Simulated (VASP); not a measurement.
# Lu2AlN3 (Cmmm) in VASP: further runs

Runs on Lu2AlN3. Level: PBE. Tasks: single point, relaxation of cell and atoms.

Everything below comes from runs of VASP 6.6.1. Logs are shortened: lines on timing, memory, paths and dates and some standing lists are left out, and cuts for length are marked.

### Step 1. The cell of the first run

The structure is orthorhombic, space group Cmmm (No. 65). The conventional cell has a = 6.046 Å, b = 8.748 Å, c = 3.429 Å, α = 90.00°, β = 90.00°, γ = 90.00°. Lu (site symmetry 2/m) has 6 N at 2.33 to 2.66 Å and 2 Lu at 3.02 Å and 4 Al at 3.16 Å within 3.2 Å. Al (site symmetry mmm) has 2 N at 1.76 Å within 2.3 Å. Within 2.4 Å of N (site symmetry m2m) lie 1 Al at 1.76 Å and 4 Lu at 2.33 Å. Within 3.5 Å of N (site symmetry mmm) lie 4 Lu at 2.66 Å and 6 N at 3.13 to 3.43 Å and 4 Al at 3.48 Å.

The cell was built from a structure type or drawn by symmetry, and may not be a known phase.

### Step 2. Single point, PBE

Contents of INCAR:

```
SYSTEM = Lu2AlN3
ALGO     = Normal         ! electronic algorithm
EDIFF    = 1E-6           ! SCF threshold, eV
ENCUT    = 520            ! plane-wave cutoff, eV
GGA      = PE             ! functional
ISIF     = 2              ! what is computed and relaxed
ISMEAR   = 0              ! smearing method
LASPH    = .True.         ! aspherical terms in the spheres
LCHARG   = .True.         ! write CHGCAR
LELF     = .True.         ! ELF
LREAL    = .False.        ! projectors in reciprocal space
LVHAR    = .True.       
LWAVE    = .False.        ! write WAVECAR
NBANDS   = 43             ! bands
NELM     = 100            ! most SCF steps
PREC     = Accurate       ! precision mode
SIGMA    = 0.1            ! smearing width, eV
```

Contents of KPOINTS:

```
k-points
0
Gamma
  4 4 4
  0 0 0
```

Contents of POSCAR:

```
Lu2AlN3
1.0
    3.0230496875     -4.3739601570      0.0000000000
    3.0230496875      4.3739601570      0.0000000000
    0.0000000000      0.0000000000      3.4289270551
Lu Al N
2 1 3
Direct
    0.5000000000      0.0000000000      0.5000000000
    0.0000000000      0.5000000000      0.5000000000
    0.0000000000      0.0000000000      0.0000000000
    0.7988051320      0.2011948680      0.0000000000
    0.2011948680      0.7988051320      0.0000000000
    0.5000000000      0.5000000000      0.5000000000
```

Potentials or basis: VASP PAW PBE potentials, release 64 (Lu, Al, N).

Run with:

```bash
$ cat potpaw_PBE.64/Lu/POTCAR potpaw_PBE.64/Al/POTCAR potpaw_PBE.64/N/POTCAR > POTCAR
$ mpirun -np 1 vasp_std > vasp.out
```

OUTCAR:

```text
SYSTEM = Lu2AlN3
   EDIFF = 1E-6
   ENCUT = 520
   GGA = PE
   ISIF = 2
   ISMEAR = 0
   LASPH = .True.
   LREAL = .False.
   NELM = 100
   PREC = Accurate

 ion  position               nearest neighbor table
   1  0.500  0.000  0.500-   4 2.33   5 2.33   4 2.33   5 2.33   6 2.66   6 2.66   2 3.02   2 3.02
                             3 3.16   3 3.16   3 3.16   3 3.16
   2  0.000  0.500  0.500-   4 2.33   5 2.33   4 2.33   5 2.33   6 2.66   6 2.66   1 3.02   1 3.02
                             3 3.16   3 3.16   3 3.16   3 3.16
   3  0.000  0.000  0.000-   4 1.76   5 1.76   1 3.16   2 3.16   1 3.16   2 3.16   2 3.16   2 3.16
                             1 3.16   1 3.16
   4  0.799  0.201  0.000-   3 1.76   2 2.33   1 2.33   1 2.33   2 2.33
   5  0.201  0.799  0.000-   3 1.76   2 2.33   1 2.33   1 2.33   2 2.33
   6  0.500  0.500  0.500-   1 2.66   2 2.66   1 2.66   2 2.66

  LATTYP: Found a base centered orthorhombic cell.
 ALAT       =     6.0460993750
 B/A-ratio  =     1.4468700846
 C/A-ratio  =     0.5671304493

  Lattice vectors:

 A1 = (   3.0230496875,  -4.3739601570,   0.0000000000)
 A2 = (   3.0230496875,   4.3739601570,   0.0000000000)
 A3 = (   0.0000000000,   0.0000000000,   3.4289270551)

Analysis of symmetry for initial positions (statically):
=====================================================================
 Subroutine PRICEL returns:
 Original cell was already a primitive cell.

 Routine SETGRP: Setting up the symmetry group for a
 base centered orthorhombic supercell.

 Subroutine GETGRP returns: Found  8 space group operations
 (whereof  8 operations were pure point group operations)
 out of a pool of  8 trial point group operations.

The static configuration has the point symmetry D_2h.

Analysis of symmetry for dynamics (positions and initial velocities):
=====================================================================
 Subroutine PRICEL returns:
 Original cell was already a primitive cell.

 Routine SETGRP: Setting up the symmetry group for a
 base centered orthorhombic supercell.

 Subroutine GETGRP returns: Found  8 space group operations
 (whereof  8 operations were pure point group operations)
 out of a pool of  8 trial point group operations.

The dynamic configuration has the point symmetry D_2h.

 Subroutine INISYM returns: Found  8 space group operations
 (whereof  8 operations are pure point group operations),
 and found     1 'primitive' translations

----------------------------------------------------------------------------------------

                                     Primitive cell

  volume of cell :      90.6793

  direct lattice vectors                    reciprocal lattice vectors
     3.023049687 -4.373960157  0.000000000     0.165395892 -0.114312884  0.000000000
     3.023049687  4.373960157  0.000000000     0.165395892  0.114312884  0.000000000
     0.000000000  0.000000000  3.428927055     0.000000000  0.000000000  0.291636417

  length of vectors
     5.316987575  5.316987575  3.428927055     0.201055307  0.201055307  0.291636417

  position of ions in fractional coordinates (direct lattice)
     0.500000000  0.000000000  0.500000000
     0.000000000  0.500000000  0.500000000
     0.000000000  0.000000000  0.000000000
     0.798805132  0.201194868  0.000000000
     0.201194868  0.798805132  0.000000000
     0.500000000  0.500000000  0.500000000

  ion indices of the primitive-cell ions
   primitive index   ion index
                 1           1
                 2           2
                 3           3
                 4           4
                 5           5
                 6           6

----------------------------------------------------------------------------------------

 KPOINTS: k-points

Automatic generation of k-mesh.
 Grid dimensions read from file:
 generate k-points for:    4    4    4

 Generating k-lattice:

  Cartesian coordinates                     Fractional coordinates (reciprocal lattice)
     0.041348973 -0.028578221  0.000000000     0.250000000  0.000000000  0.000000000
     0.041348973  0.028578221  0.000000000     0.000000000  0.250000000  0.000000000
     0.000000000  0.000000000  0.072909104     0.000000000  0.000000000  0.250000000

  Length of vectors
     0.050263827  0.050263827  0.072909104

  Shift w.r.t. Gamma in fractional coordinates (k-lattice)
     0.000000000  0.000000000  0.000000000

 Subroutine IBZKPT returns following result:
 ===========================================

 Found     21 irreducible k-points:

 Following reciprocal coordinates:
            Coordinates               Weight
  0.000000  0.000000  0.000000      1.000000
  0.250000  0.000000  0.000000      4.000000
  0.500000  0.000000  0.000000      2.000000
  0.250000  0.250000  0.000000      2.000000
  0.500000  0.250000  0.000000      4.000000
 -0.250000  0.250000  0.000000      2.000000
[... 13 lines left out ...]
 -0.250000  0.250000  0.500000      2.000000
  0.500000  0.500000  0.500000      1.000000
   k-points           NKPTS =     21   k-points in BZ     NKDIM =     21   number of bands    NBANDS=     43
   number of dos      NEDOS =    301   number of ions     NIONS =      6
   total plane-waves  NPLWV =  44800
   dimension x,y,z NGX =    40 NGY =   40 NGZ =   28
   dimension x,y,z NGXF=    80 NGYF=   80 NGZF=   56
   ions per type =               2   1   3
   NGX,Y,Z   is equivalent  to a cutoff of  12.51, 12.51, 13.58 a.u.
   NGXF,Y,Z  is equivalent  to a cutoff of  25.01, 25.01, 27.15 a.u.
 SYSTEM =  Lu2AlN3
   PREC   = accura    normal or accurate (medium, high low for compatibility)
   ISTART =      0    job   : 0-new  1-cont  2-samecut
   ICHARG =      2    charge: 1-file 2-atom 10-const
   ISPIN  =      1    spin polarized calculation?
   LNONCOLLINEAR =      F non collinear calculations
   LSORBIT =      F    spin-orbit coupling
   LASPH  =      T    aspherical Exc in radial PAW
   ENCUT  =  520.0 eV  38.22 Ry    6.18 a.u.   9.89  9.89  6.38*2*pi/ulx,y,z
   NELM   =    100;   NELMIN=  2; NELMDL= -5     # of ELM steps
   EDIFF  = 0.1E-05   stopping-criterion for ELM
   LREAL  =      F    real-space projection
   EDIFFG = 0.1E-04   stopping-criterion for IOM
   NSW    =      0    number of steps for IOM
   IBRION =     -1    ionic relax: 0-MD 1-quasi-New 2-CG
   NFREE  =      0    steps in history (QN), initial steepest desc. (CG)
   ISIF   =      2    stress and relaxation
   ISYM   =      2    0-nonsym 1-usesym 2-fastsym
   POTIM  = 0.5000    time-step for ionic-motion
   TEBEG  =    0.0;   TEEND  =   0.0 temperature during run
   PSTRESS=    0.0 pullay stress
   NELECT =      68.0000    total number of electrons
   NUPDOWN=      -1.0000    fix difference up-down
   EMIN   =  10.00;   EMAX   =-10.00  energy-range for DOS
   EFERMI =   0.00;   METHOD = LEGACY
   ISMEAR =     0;   SIGMA  =   0.10  broadening in eV -4-tet -1-fermi 0-gaus
   EFERMI_NEDOS =   21; number of points for ismear=-14 and -15
   IALGO  =     38    algorithm
   IMIX   =      4    mixing-type and parameters
     AMIX     =   0.40;   BMIX     =  1.00
     AMIX_MAG =   1.60;   BMIX_MAG =  1.00
  volume/ion in A,a.u.               =      15.11       101.99
  Fermi-wavevector in a.u.,A,eV,Ry     =   1.487333  2.810653 30.098276  2.212161
  Thomas-Fermi vector in A             =   2.600507
   LORBIT       =      0    0 simple, 1 ext, 2 COOP (PROOUT), +10 PAW based schemes
   GGA     = PE    functional components
   LHFCALC =     F    Hartree Fock is set to
   AEXX    =    0.0000 exact exchange contribution
   IVDW    =     0    specifies the selected vdW correction
   LEPSILON=     F    determine dielectric tensor
   LRPA    =     F    only Hartree local field effects (RPA)
 non-spin polarized calculation
 Gauss-broadening in eV      SIGMA  =   0.10
  energy-cutoff  :      520.00
  volume of cell :       90.68
 maximum number of plane-waves:      2467
   NGX = 19   NGY = 19   NGZ = 13

 number of electron      67.9999984 magnetization

 Free energy of the ion-electron system (eV)
  ---------------------------------------------------
  ext. energy  EPLUGINS =         0.00000000
  ---------------------------------------------------
  free energy    TOTEN  =       -41.39692277 eV

  energy without entropy =      -41.38560642  energy(sigma->0) =      -41.39126460

 E-fermi :   3.8231     XC(G=0): -10.9723

 val. band max:        3.7385430775   @ k =  -0.2500   0.2500   0.2500
 cond. band min:       3.8439281066   @ k =   0.5000   0.2500   0.0000
 fundamental gap:      0.1053850291
 Fermi energy:         3.8230746391

 k-point     1 :       0.0000    0.0000    0.0000
  band No.  band energies     occupation
      1     -51.9400      2.00000
      2     -51.8818      2.00000
      3     -23.3282      2.00000
      4     -22.6884      2.00000
      5     -22.6638      2.00000
      6     -22.5181      2.00000
[... 35 lines left out ...]
     42       9.0790      0.00000
     43       9.7854      0.00000

 k-point     2 :       0.2500    0.0000    0.0000
  band No.  band energies     occupation
      1     -51.9315      2.00000
      2     -51.8903      2.00000
      3     -23.1981      2.00000
      4     -22.7026      2.00000
      5     -22.6687      2.00000
      6     -22.4972      2.00000
[... 35 lines left out ...]
     42       8.6932      0.00000
     43      10.0219      0.00000

 k-point     3 :       0.5000    0.0000    0.0000
  band No.  band energies     occupation
      1     -51.9110      2.00000
      2     -51.9110      2.00000
      3     -22.8976      2.00000
      4     -22.8921      2.00000
      5     -22.5945      2.00000
      6     -22.5883      2.00000
[... 35 lines left out ...]
     42       8.9084      0.00000
     43       9.1250      0.00000

 k-point     4 :       0.2500    0.2500    0.0000
  band No.  band energies     occupation
      1     -51.9111      2.00000
      2     -51.9108      2.00000
      3     -22.9013      2.00000
      4     -22.8886      2.00000
      5     -22.6036      2.00000
      6     -22.5789      2.00000
[... 725 lines left out ...]
     42       9.2541      0.00000
     43      10.2634      0.00000

 k-point    20 :      -0.2500    0.2500    0.5000
  band No.  band energies     occupation
      1     -51.9271      2.00000
      2     -51.8701      2.00000
      3     -23.2035      2.00000
      4     -22.9675      2.00000
      5     -22.7134      2.00000
      6     -22.6691      2.00000
[... 35 lines left out ...]
     42       9.8505      0.00000
     43      10.3767      0.00000

 k-point    21 :       0.5000    0.5000    0.5000
  band No.  band energies     occupation
      1     -51.9270      2.00000
      2     -51.8702      2.00000
      3     -23.2064      2.00000
      4     -22.9643      2.00000
      5     -22.7146      2.00000
      6     -22.6855      2.00000
[... 35 lines left out ...]
     42       8.8927      0.00000
     43      11.1889      0.00000

------------------------ aborting loop because EDIFF is reached ----------------------------------------

  FORCE on cell =-STRESS in cart. coord.  units (eV):
  Direction    XX          YY          ZZ          XY          YZ          ZX
  --------------------------------------------------------------------------------------
  -------------------------------------------------------------------------------------
  Total        0.3323319      0.1156519      0.3209289      0.0000000      0.0000000      0.0000000
  in kB        5.8718409      2.0434076      5.6703659      0.0000000      0.0000000      0.0000000
  external PRESSURE =       4.5285381 kB  Pullay stress =       0.0000000 kB

 VOLUME and BASIS-vectors are now :
 -----------------------------------------------------------------------------
  energy-cutoff  :      520.00
  volume of cell :       90.68
      direct lattice vectors                 reciprocal lattice vectors
     3.023049687 -4.373960157  0.000000000     0.165395892 -0.114312884  0.000000000
     3.023049687  4.373960157  0.000000000     0.165395892  0.114312884  0.000000000
     0.000000000  0.000000000  3.428927055     0.000000000  0.000000000  0.291636417

 POSITION                                       TOTAL-FORCE (eV/Angst)
 -----------------------------------------------------------------------------------
      1.51152     -2.18698      1.71446        -0.000000      0.000000      0.000000
      1.51152      2.18698      1.71446         0.000000      0.000000      0.000000
      0.00000      0.00000      0.00000        -0.000000      0.000000      0.000000
      3.02305     -2.61392      0.00000        -0.000000     -0.000599      0.000000
      3.02305      2.61392      0.00000        -0.000000      0.000599      0.000000
      3.02305      0.00000      1.71446        -0.000000     -0.000000      0.000000
 -----------------------------------------------------------------------------------
    total drift:                               -0.000000     -0.000000     -0.000000

  FREE ENERGIE OF THE ION-ELECTRON SYSTEM (eV)
  ---------------------------------------------------
  free  energy   TOTEN  =       -41.3969227684 eV

  energy  without entropy=      -41.3856064247  energy(sigma->0) =      -41.39126460
```

It took 58 s on 1 thread of AMD EPYC 9R45 (Zen 5), shared host; peak memory 0.21 GiB.

What came out:

- Free energy: -41.3969 eV
- Pressure: 0.5 GPa
- Band gap on the k mesh: zero (bands 34 and 35 overlap by 0.88 eV)

Stress tensor (GPa, compression positive):
```
0.59 0.00 0.00
0.00 0.20 0.00
0.00 0.00 0.57
```

Caveat: the k points lie up to 0.46 Å⁻¹ apart, too coarse for converged energies and pressures of a metal; spin-orbit coupling is left out, which moves the levels of the heavy elements.

### Step 3. Single point, PBE

This run uses another cell than the first one, of 15.61 Å³/atom.

Contents of INCAR:

```
SYSTEM = Lu2AlN3
PREC = Accurate
ENCUT = 520
EDIFF = 1E-6
ISMEAR = 0
SIGMA = 0.1
LREAL = .FALSE.
LASPH = .TRUE.
NELM = 80
ALGO = Normal
ISIF = 2
LWAVE = .FALSE.
LCHARG = .FALSE.
GGA = PE
NBANDS = 43
```

Contents of KPOINTS:

```
Automatic mesh
0
G
  4 4 4
  0 0 0
```

Contents of POSCAR:

```
Lu2AlN3
1.0
    2.6193927800     -4.3990295700      0.0000000000
    2.6193927800      4.3990295700      0.0000000000
    0.0000000000      0.0000000000      4.0644299400
Lu Al N
2 1 3
Direct
    0.5000000000      0.0000000000      0.5000000000
    0.0000000000      0.5000000000      0.5000000000
    0.0000000000      0.0000000000      0.0000000000
    0.6610916900      0.3389083100      0.0000000000
    0.3389083100      0.6610916900      0.0000000000
    0.5000000000      0.5000000000      0.5000000000
```

Potentials or basis: VASP PAW PBE potentials, release 64 (Lu, Al, N).

Run with:

```bash
$ cat potpaw_PBE.64/Lu/POTCAR potpaw_PBE.64/Al/POTCAR potpaw_PBE.64/N/POTCAR > POTCAR
$ mpirun -np 1 vasp_std > vasp.out
```

Run time: 59 s. Hardware: 1 thread of AMD EPYC 9R45 (Zen 5), shared host; peak memory 0.21 GiB.

Results (log left out):

```yaml
Free_energy: -32.9279 eV
Pressure: -9.4 GPa
Largest_force: 1.792 eV/Å
Band_gap_on_the_k_mesh: zero (bands 34 and 35 overlap by 0.98 eV)
```

Forces on the atoms (eV/Å):
```
Lu   0.000  0.000  0.000
Lu   0.000  0.000  0.000
Al   0.000  0.000  0.000
N    0.000 -1.792  0.000
N    0.000  1.792  0.000
N    0.000  0.000  0.000
```

Stress tensor (GPa, compression positive):
```
 19.47   0.00   0.00
  0.00 -23.34   0.00
  0.00   0.00 -24.45
```

Levels at points of the mesh, in eV from the Fermi level:
| k point | band 31 | band 32 | band 33 | band 34 | band 35 | band 36 | band 37 | band 38 |
| --- | --- | --- | --- | --- | --- | --- | --- | --- |
| (0.00, 0.00, 0.00) | -2.33 | -1.96 | -0.47 | -0.43 | 0.17 | 1.26 | 1.74 | 2.69 |
| (0.50, 0.00, 0.00) | -1.17 | -1.03 | -0.78 | 0.44 | 0.61 | 0.99 | 1.38 | 2.84 |
| (0.50, 0.50, 0.00) | -1.75 | -1.20 | -0.76 | -0.37 | -0.10 | 0.34 | 0.56 | 1.85 |
| (0.00, 0.00, 0.50) | -2.32 | -1.97 | -1.85 | -1.46 | 0.40 | 0.99 | 1.29 | 2.67 |
| (0.50, 0.00, 0.50) | -1.44 | -0.70 | -0.41 | 0.40 | 0.51 | 0.75 | 1.70 | 2.56 |
| (0.50, 0.50, 0.50) | -0.95 | -0.90 | -0.77 | -0.75 | -0.54 | 0.15 | 0.80 | 1.52 |

Caveat: the k points lie up to 0.39 Å⁻¹ apart, too coarse for converged energies and pressures of a metal; spin-orbit coupling is left out, which moves the levels of the heavy elements; forces of over 1 eV/Å act on the atoms, so gaps and moduli don't describe the material at rest.

(Continued in part 2 of 2.)
